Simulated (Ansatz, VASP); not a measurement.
# Two plane-wave programs on TaN

File POSCAR:

```
TaN
1.0
    0.0000000000      2.2879500000      2.0700500000
    2.2879500000      0.0000000000      2.0700500000
    2.2879500000      2.2879500000      0.0000000000
Ta N
1 1
Direct
    0.5000000000      0.5000000000      0.5000000000
    0.0000000000      0.0000000000      0.0000000000
```

Contents of INCAR.step1:

```
SYSTEM = TaN
PREC = Accurate
ENCUT = 520
ISMEAR = 0
SIGMA = 0.15
LREAL = .FALSE.
LASPH = .TRUE.
NELM = 100
NBANDS = 15
GGA = PE
ALGO = Normal
EDIFF = 1E-4
LWAVE = .TRUE.
LCHARG = .FALSE.
```

File INCAR.step2:

```
SYSTEM = TaN
PREC = Accurate
ENCUT = 520
EDIFF = 1E-6
ISMEAR = 0
SIGMA = 0.15
LREAL = .FALSE.
LASPH = .TRUE.
NELM = 100
ALGO = Normal
ISIF = 2
LWAVE = .FALSE.
LCHARG = .FALSE.
METAGGA = R2SCAN
LMIXTAU = .TRUE.
NBANDS = 15
ISTART = 1
```

KPOINTS

```
Automatic mesh
0
G
  18 18 18
  0 0 0
```

Input for Ansatz:

```yaml
crystal:
  lattice:
    - [0.0, 2.28795, 2.07005]
    - [2.28795, 0.0, 2.07005]
    - [2.28795, 2.28795, 0.0]
  atoms:
    - { symbol: Ta, position: [0.5, 0.5, 0.5] }
    - { symbol: "N", position: [0.0, 0.0, 0.0] }
basis:
  ecutwfc: 500
kpoints:
  mp_grid: { grid: [18, 18, 18] }
hamiltonian:
  xc: r2scan
scf:
  occupations: { method: gaussian, width: 0.15 }
output:
  forces: true
  stress: true
  eigenvalues: true
```

Change from the starting cell: strain +0.050 along x and y, -0.050 along z, atoms carried along.

Alike in both runs: task single point; functional r2SCAN; k mesh 18 × 18 × 18; occupations gaussian, width 0.15 eV; no spin polarisation.

|  | VASP | Ansatz |
| --- | --- | --- |
| version | VASP 6.6.1 | Ansatz 0.2.0 |
| potentials or method | VASP PAW PBE potentials, release 64 (Ta_pv, N), cutoff 520 eV | scalar-relativistic, plane waves, PAW |
| valence electrons in the cell | 16 | 18 |

```csv
,VASP,Ansatz,Ansatz less VASP
gap on the k mesh at the Fermi level (eV),none,none,-
pressure (GPa),3.7,1.9,-1.86
"traceless stress, the component that is largest in VASP (GPa)",41.31,41.13,-0.181
```

VASP's potentials were made for PBE, not for r2SCAN. A gap of «none» marks a metal or a gap that the smearing closes. The functional is the same, so the differences come from potentials, cutoffs and numerics. VASP's potentials hold 16 valence electrons a cell and Ansatz's 18, so a difference there can come from the potentials and not from the codes.

Spin-orbit coupling is off throughout.
